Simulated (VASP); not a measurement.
Set up this calculation in VASP 6.6.1, as the native input.

* Task: single point
* Functional: PBE
* Potentials or basis: VASP PAW PBE potentials, release 64 (Cu, Si)
* Cutoff: 520 eV
* k mesh: 1 × 1 × 1, shifted
* Occupations: fermi-dirac, width 0.1853 eV
* Spin: no spin polarisation
* Dipole correction: no
* Further INCAR settings: LREAL = Auto; ALGO = Normal; EDIFF = 1e-06; NBANDS = 118; ISYM = 0

The structure of Cu5Si3 lies in POSCAR:

```
Cu5Si3
1.0
    6.7017400000      0.1472560000     -0.1241750000
    0.1472560000      6.7720700000      0.0166020000
   -0.1241750000      0.0166020000      6.8991740000
Cu Si
15 9
Direct
    0.3128943162      0.5803518277      0.9370698073
    0.8840328100      0.3084231502      0.7692869223
    0.5406161957      1.0078714542      0.2119613644
    0.7572278515      1.0484521123      0.5401493522
    0.0830251859      0.8387611932      0.1371840367
    0.5709963519      0.2225383983      0.8247650935
    0.5371265244      0.3427497696      0.1609122128
    0.9899021951      0.6745547323      0.7878024453
    0.2052710275      0.4850257250      0.2951721659
    0.8988722408      0.0286157254      0.8938666255
    0.9384999544      0.3336333473      0.1126893235
    0.2884328266     -0.0552354833      0.8063543789
    0.2242316054      0.1290336418      0.0641908355
    0.5986994441      0.8393858149      0.7898096236
    0.4689489544      0.7247092463      0.3339782579
    0.7734087625      0.6489247537      0.5484316796
    0.5695509613      0.4008782009      0.5281270788
    0.2751306005      0.6024728493      0.5822226093
    0.4242910514      0.0206220013      0.5328852374
    0.2319097856      0.2812447816      0.7294630012
    0.8721585742      0.6386719503      0.2520336578
    0.9978334162      0.2715949732      0.4395176792
    0.0903517162      0.8845235595      0.4990788121
    0.6831758474      0.5554066569      0.9878628224
```

The input as run:

INCAR

```
  ALGO = Normal
  EDIFF = 1E-6
  ENCUT = 520
  GGA = PE
  ISIF = 2
  ISMEAR = -1
  ISYM = 0
  LASPH = T
  LCHARG = F
  LREAL = Auto
  LWAVE = F
  NBANDS = 118
  NELM = 80
  PREC = Accurate
  SIGMA = 0.1853
```

KPOINTS

```
Automatic mesh
0
Gamma
  1 1 1
  0.25 0.25 0.25
```

Potentials or basis: VASP PAW PBE potentials, release 64 (Cu, Si).

Run with:

```console
$ cat potpaw_PBE.64/Cu/POTCAR potpaw_PBE.64/Si/POTCAR > POTCAR
$ mpirun -np 1 vasp_std > vasp.out
```

It gave:

```json
{"Pressure": "14.7 GPa", "Largest force": "4.405 eV/Å"}
```

Caveat: the k points lie up to 0.94 Å⁻¹ apart.

It took 5.5 min on 1 thread of AMD EPYC 7R13, with other jobs on the host, peak memory 0.32 GiB.
